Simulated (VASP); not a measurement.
Wanted: the native input for a VASP 6.6.1 run.

| Property | Result |
| --- | --- |
| Task | single point |
| Functional | PBE |
| Potentials or basis | VASP PAW PBE potentials, release 64 (Hf_pv, B) |
| Cutoff | 520 eV |
| k mesh | 10 × 10 × 12 |
| Occupations | gaussian, width 0.1 eV |
| Spin | no spin polarisation |
| Dipole correction | no |
| Further INCAR settings | ALGO = Fast; EDIFF = 1e-06; NBANDS = 24 |

The structure of Hf3B lies in POSCAR:

```
Hf3B
1.0
    4.6617020639      0.0000000000      0.0000000000
    0.0000000000      4.6617020639      0.0000000000
    0.0000000000      0.0000000000      3.9053602252
Hf B
3 1
Direct
    0.5000000000      0.0000000000      0.0000000000
    0.0000000000      0.5000000000      0.0000000000
    0.5000000000      0.5000000000      0.5000000000
    0.0000000000      0.0000000000      0.0000000000
```

The cell was generated, and may not be a known phase.

One way to write it, as run:

INCAR

```
SYSTEM = Hf3B
PREC     = Accurate       ! precision mode
ENCUT    = 520            ! plane-wave cutoff, eV
EDIFF    = 1E-6           ! SCF threshold, eV
ISMEAR   = 0              ! smearing method
SIGMA    = 0.1            ! smearing width, eV
LREAL    = .FALSE.        ! projectors in reciprocal space
LASPH    = .TRUE.         ! aspherical terms in the spheres
NELM     = 80             ! most SCF steps
ALGO     = Fast           ! electronic algorithm
ISIF     = 2              ! what is computed and relaxed
LWAVE    = .FALSE.        ! write WAVECAR
LCHARG   = .FALSE.        ! write CHGCAR
GGA      = PE             ! functional
NBANDS   = 24             ! bands
```

KPOINTS

```
Automatic mesh
0
G
  10 10 12
  0 0 0
```

Potentials or basis: VASP PAW PBE potentials, release 64 (Hf_pv, B).

Run with:

```console
$ cat potpaw_PBE.64/Hf_pv/POTCAR potpaw_PBE.64/B/POTCAR > POTCAR
$ mpirun -np 1 vasp_std > vasp.out
```

Results of the run:

```
Pressure               : -0.1 GPa
Band gap on the k mesh : zero (an odd number of electrons rules out a gap without spin polarisation)
```

Caveat: spin-orbit coupling is left out, which moves the levels of the heavy elements.

Wall time 3.3 min on 1 thread of Intel(R) Xeon(R) Platinum 8488C (Sapphire Rapids), with other jobs on the host, peak memory 0.37 GiB.
